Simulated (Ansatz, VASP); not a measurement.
**OsBr3 in VASP and in Ansatz**

The input INCAR:

```
ALGO = Normal
EDIFF = 1E-6
ENCUT = 520
GGA = PE
ISIF = 2
ISMEAR = 0
ISPIN = 2
LASPH = T
LCHARG = F
LDAU = T
LDAUJ = 0 0
LDAUL = 2 -1
LDAUPRINT = 1
LDAUTYPE = 2
LDAUU = 2 0
LMAXMIX = 4
LORBIT = 11
LREAL = F
LWAVE = F
MAGMOM = 2.26 0.16 0.16 0.16
NBANDS = 26
NELM = 150
PREC = Accurate
SIGMA = 0.05
```

The input KPOINTS:

```
k-points
0
Gamma
  6 6 6
```

File POSCAR:

```
OsBr3
1.0
    5.1428858668      0.0000000000      0.0000000000
    0.0000000000      5.1428858668      0.0000000000
    0.0000000000      0.0000000000      5.1428858668
Os Br
1 3
Direct
    0.0000000000      0.0000000000      0.0000000000
    0.5000000000      0.0000000000      0.0000000000
    0.0000000000      0.0000000000      0.5000000000
    0.0000000000      0.5000000000      0.0000000000
```

Input for Ansatz:

```yaml
crystal:
  lattice:
    - [5.1428858668, 0.0, 0.0]
    - [0.0, 5.1428858668, 0.0]
    - [0.0, 0.0, 5.1428858668]
  atoms:
    - { symbol: Os, position: [0.0, 0.0, 0.0], spin: 2.26 }
    - { symbol: Br, position: [0.5, 0.0, 0.0] }
    - { symbol: Br, position: [0.0, 0.0, 0.5] }
    - { symbol: Br, position: [0.0, 0.5, 0.0] }
basis:
  ecutwfc: 420
  ecutrho_ratio: 4
kpoints:
  mp_grid: { grid: [6, 6, 6] }
hamiltonian:
  xc: pbe
  hubbard:
    sites:
      - { species: Os, l: d, u_eff: 2.0, starting_ns: start.occupation_matrices }
    ns_hold: { iters: 6 }
scf:
  occupations: { method: gaussian, width: 0.05 }
  lower_state_search: "off"
output:
  forces: true
  stress: true
  eigenvalues: true
  populations: true
  hubbard: { sites: [{ species: Os, l: d }] }
magnetization:
  spin_polarized: true
```

Alike in both runs: task single point; functional PBE; k mesh 6 × 6 × 6; occupations gaussian, width 0.05 eV; collinear spin; Hubbard terms Os d U = 2.0 eV.

```csv
,VASP,Ansatz
version,VASP 6.6.1,Ansatz 0.2.0
potentials or method,"VASP PAW PBE potentials, release 64 (Os, Br), cutoff 520 eV","scalar-relativistic, plane waves, PAW"
valence electrons in the cell,29,37
```

|  | VASP | Ansatz | Ansatz less VASP |
| --- | --- | --- | --- |
| gap on the k mesh at the Fermi level (eV) | none | none | - |
| pressure (GPa) | 1.0 | 0.4 | -0.58 |
| net moment per atom (μB) | 0.85 | 0.77 | -0.081 |
| size of the moment on the site where the two differ most (μB) | 2.96 | 2.06 | -0.909 |

Site moments also hang on the region over which each program counts them. The programs project onto different local orbitals, so the same U acts differently, and such runs can settle in different states. A gap of «none» marks a metal or a gap that the smearing closes. VASP's potentials hold 29 valence electrons a cell and Ansatz's 37, so a difference there can come from the potentials and not from the codes. Ansatz's warnings: filled band counts differ across k points.

Neither program's run includes spin-orbit coupling.
